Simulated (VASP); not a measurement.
# Sb in VASP: notebook, part 2 of 2

VASP 6.6.1.

### Step 4. Single point, PBEsol

This run uses another cell than the first one, of 56.53 Å³/atom, 1.593 times its volume.

INCAR reads:

```
PREC     = Accurate       # precision mode
ENCUT    = 520            # plane-wave cutoff, eV
EDIFF    = 1E-6           # SCF threshold, eV
ISMEAR   = -1             # smearing method
SIGMA    = 0.1            # smearing width, eV
LREAL    = False          # projectors in reciprocal space
LASPH    = True           # aspherical terms in the spheres
NELM     = 60             # most SCF steps
ALGO     = Normal         # electronic algorithm
ISIF     = 2              # what is computed and relaxed
LWAVE    = False          # write WAVECAR
LCHARG   = False          # write CHGCAR
LDIPOL   = True         
IDIPOL   = 3            
DIPOL    = 0.5 0.5 0.500
GGA      = PS             # functional
NBANDS   = 20             # bands
```

KPOINTS reads:

```
regular mesh
0
Gamma
  11 11 1
```

POSCAR reads:

```
Sb
1.0
    3.3338465348      0.0000000000      0.0000000000
    0.0000000000      3.3338465348      0.0000000000
    0.0000000000      0.0000000000     25.4295000000
Sb
5
Direct
    0.0000000000      0.0000000000      0.3145944285
    0.5000000000      0.5000000000      0.4072972140
    0.0000000000      0.0000000000      0.5000000000
    0.5000000000      0.5000000000      0.5927027860
    0.0000000000      0.0000000000      0.6854055715
```

Potentials or basis: VASP PAW PBE potentials, release 64 (Sb).

Launch:

```sh
$ cat potpaw_PBE.64/Sb/POTCAR > POTCAR
$ mpirun -np 1 vasp_std > vasp.out
```

OUTCAR:

```text
PREC = Accurate
   ENCUT = 520
   EDIFF = 1E-6
   ISMEAR = -1
   LREAL = False
   LASPH = True
   NELM = 60
   ISIF = 2
   GGA = PS

 ion  position               nearest neighbor table
   1  0.000  0.000  0.315-   2 3.33   2 3.33   2 3.33   2 3.33
   2  0.500  0.500  0.407-   1 3.33   1 3.33   1 3.33   1 3.33   3 3.33   3 3.33   3 3.33   3 3.33

   3  0.000  0.000  0.500-   2 3.33   4 3.33   2 3.33   4 3.33   2 3.33   4 3.33   2 3.33   4 3.33

   4  0.500  0.500  0.593-   5 3.33   5 3.33   5 3.33   5 3.33   3 3.33   3 3.33   3 3.33   3 3.33

   5  0.000  0.000  0.685-   4 3.33   4 3.33   4 3.33   4 3.33

  LATTYP: Found a simple tetragonal cell.
 ALAT       =     3.3338465348
 C/A-ratio  =     7.6276756397

  Lattice vectors:

 A1 = (   3.3338465348,   0.0000000000,   0.0000000000)
 A2 = (   0.0000000000,   3.3338465348,   0.0000000000)
 A3 = (   0.0000000000,   0.0000000000,  25.4295000000)

Analysis of symmetry for initial positions (statically):
=====================================================================
 Subroutine PRICEL returns:
 Original cell was already a primitive cell.

 Routine SETGRP: Setting up the symmetry group for a
 simple tetragonal supercell.

 Subroutine GETGRP returns: Found 16 space group operations
 (whereof 16 operations were pure point group operations)
 out of a pool of 16 trial point group operations.

The static configuration has the point symmetry D_4h.

Analysis of symmetry for dynamics (positions and initial velocities):
=====================================================================
 Subroutine PRICEL returns:
 Original cell was already a primitive cell.

 Routine SETGRP: Setting up the symmetry group for a
 simple tetragonal supercell.

 Subroutine GETGRP returns: Found 16 space group operations
 (whereof 16 operations were pure point group operations)
 out of a pool of 16 trial point group operations.

The dynamic configuration has the point symmetry D_4h.

 Subroutine INISYM returns: Found 16 space group operations
[... 124 lines left out ...]
   GGA     = PS    functional components
   LHFCALC =     F    Hartree Fock is set to
   AEXX    =    0.0000 exact exchange contribution
   IVDW    =     0    specifies the selected vdW correction
   LEPSILON=     F    determine dielectric tensor
   LRPA    =     F    only Hartree local field effects (RPA)
 non-spin polarized calculation
  energy-cutoff  :      520.00
  volume of cell :      282.64
 maximum number of plane-waves:      7642
 NGX is ok and might be reduce to    28
   NGX = 13   NGY = 13   NGZ = 95

 number of electron      25.0000002 magnetization

 dipolmoment           0.000000      0.000000     -0.000000 electrons x Angstroem

 Free energy of the ion-electron system (eV)
  ---------------------------------------------------
  ext. energy  EPLUGINS =         0.00000000
  ---------------------------------------------------
  free energy    TOTEN  =       -20.91169367 eV

  energy without entropy =      -20.76357319  energy(sigma->0) =      -20.83763343

 E-fermi :   1.7155     XC(G=0):  -5.4963

 val. band max:        1.6866704531   @ k =   0.4545   0.3636   0.0000
 cond. band min:       1.7231363843   @ k =   0.0909   0.0909   0.0000
 fundamental gap:      0.0364659312
 Fermi energy:         1.7154565209

 k-point     1 :       0.0000    0.0000    0.0000
  band No.  band energies     occupation
      1     -11.2306      2.00000
      2     -10.5165      2.00000
      3      -9.3672      2.00000
      4      -7.9951      2.00000
      5      -6.5512      2.00000
      6      -2.5769      2.00000
[... 472 lines left out ...]
     19       2.2453      0.00995
     20       2.3589      0.00320

------------------------ aborting loop because EDIFF is reached ----------------------------------------

 vacuum level on the upper side and lower side of the slab       (xc-potential included)        -0.117        -0.117

  FORCE on cell =-STRESS in cart. coord.  units (eV):
  Direction    XX          YY          ZZ          XY          YZ          ZX
  --------------------------------------------------------------------------------------
  -------------------------------------------------------------------------------------
  Total       -2.4671091     -2.4671091     -1.6325801      0.0000000      0.0000000      0.0000000
  in kB      -13.9852395    -13.9852395     -9.2545656      0.0000000      0.0000000      0.0000000
  external PRESSURE =     -12.4083482 kB  Pullay stress =       0.0000000 kB

 VOLUME and BASIS-vectors are now :
 -----------------------------------------------------------------------------
  energy-cutoff  :      520.00
  volume of cell :      282.64
      direct lattice vectors                 reciprocal lattice vectors
     3.333846535  0.000000000  0.000000000     0.299953819  0.000000000  0.000000000
     0.000000000  3.333846535  0.000000000     0.000000000  0.299953819  0.000000000
     0.000000000  0.000000000 25.429500000     0.000000000  0.000000000  0.039324407

 POSITION                                       TOTAL-FORCE (eV/Angst)
 -----------------------------------------------------------------------------------
      0.00000      0.00000      7.99998        -0.000000      0.000000      0.326729
      1.66692      1.66692     10.35736        -0.000000      0.000000     -0.308300
      0.00000      0.00000     12.71475        -0.000000      0.000000      0.000000
      1.66692      1.66692     15.07214         0.000000      0.000000      0.308300
      0.00000      0.00000     17.42952        -0.000000     -0.000000     -0.326729
 -----------------------------------------------------------------------------------
    total drift:                               -0.000000     -0.000000      0.000000

  FREE ENERGIE OF THE ION-ELECTRON SYSTEM (eV)
  ---------------------------------------------------
  free  energy   TOTEN  =       -20.9116936705 eV

  energy  without entropy=      -20.7635731936  energy(sigma->0) =      -20.83763343

 vacuum level on the upper side and lower side of the slab         5.977         5.977
```

stdout:

```text
POSCAR found type information on POSCAR Sb
 POSCAR found :  1 types and       5 ions
 scaLAPACK will be used
 -----------------------------------------------------------------------------
|                                                                             |
|                                                                             |
|     You enforced a specific xc type in the INCAR file but a different       |
|     I HOPE YOU KNOW WHAT YOU ARE DOING!                                     |
|                                                                             |
 -----------------------------------------------------------------------------

 LDA part: xc-table for (Slater+PW92), standard interpolation
 POSCAR, INCAR and KPOINTS ok, starting setup
 FFT: planning ... GRIDC
 FFT: planning ... GRID_SOFT
 FFT: planning ... GRID
 WAVECAR not read
 entering main loop
```

It took 1.8 min on 1 thread of Intel Xeon 6975P-C (Granite Rapids), shared host; peak memory 0.43 GiB.

Results:

```yaml
Free_energy: -20.9117 eV
Largest_force: 0.327 eV/Å
```

Forces in eV/Å, atoms in the order of the input:
```
Sb   0.000  0.000  0.327
Sb   0.000  0.000 -0.308
Sb   0.000  0.000  0.000
Sb   0.000  0.000  0.308
Sb   0.000  0.000 -0.327
```

Caveat: the PAW data sets were made with another functional, which shifts forces and pressure a little; spin-orbit coupling is left out, which moves the levels of the heavy elements.
